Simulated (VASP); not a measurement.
Set up this calculation in VASP 6.6.1, as the native input.

| Property | Result |
| --- | --- |
| Task | single point |
| Functional | PBE |
| Potentials or basis | VASP PAW PBE potentials, release 64 (Be, Se) |
| Cutoff | 520 eV |
| k mesh | 4 × 4 × 4 |
| Occupations | gaussian, width 0.1 eV |
| Spin | no spin polarisation |
| Dipole correction | no |
| Further INCAR settings | ALGO = Normal; EDIFF = 1e-07; NBANDS = 15 |

The structure of Be4Se lies in POSCAR:

```
Be4Se
1.0
    5.8989939000      0.0000000000      0.0000000000
    0.0000000000      5.8989939000      0.0000000000
    0.0000000000      0.0000000000      5.8989939000
Be Se
4 1
Direct
    0.2500000000      0.2500000000      0.2500000000
    0.7500000000      0.7500000000      0.2500000000
    0.7500000000      0.2500000000      0.7500000000
    0.2500000000      0.7500000000      0.7500000000
    0.0000000000      0.0000000000      0.0000000000
```

One way to write it, as run:

INCAR

```
PREC = Accurate
ENCUT = 520
EDIFF = 1E-7
ISMEAR = 0
SIGMA = 0.1
LREAL = False
LASPH = True
NELM = 100
ALGO = Normal
ISIF = 2
LWAVE = False
LCHARG = False
GGA = PE
NBANDS = 15
```

KPOINTS

```
regular mesh
0
Gamma
  4 4 4
```

Potentials or basis: VASP PAW PBE potentials, release 64 (Be, Se).

Run with:

```bash
$ cat potpaw_PBE.64/Be/POTCAR potpaw_PBE.64/Se/POTCAR > POTCAR
$ mpirun -np 1 vasp_std > vasp.out
```

It gave:

* Pressure: -5.6 GPa
* Band gap on the k mesh: zero (band 7 reaches -0.58 eV, above the bottom of band 8 at -1.77 eV)

Wall time 32 s on 1 thread of Intel Xeon 6455B, on a shared host, peak memory 0.32 GiB.
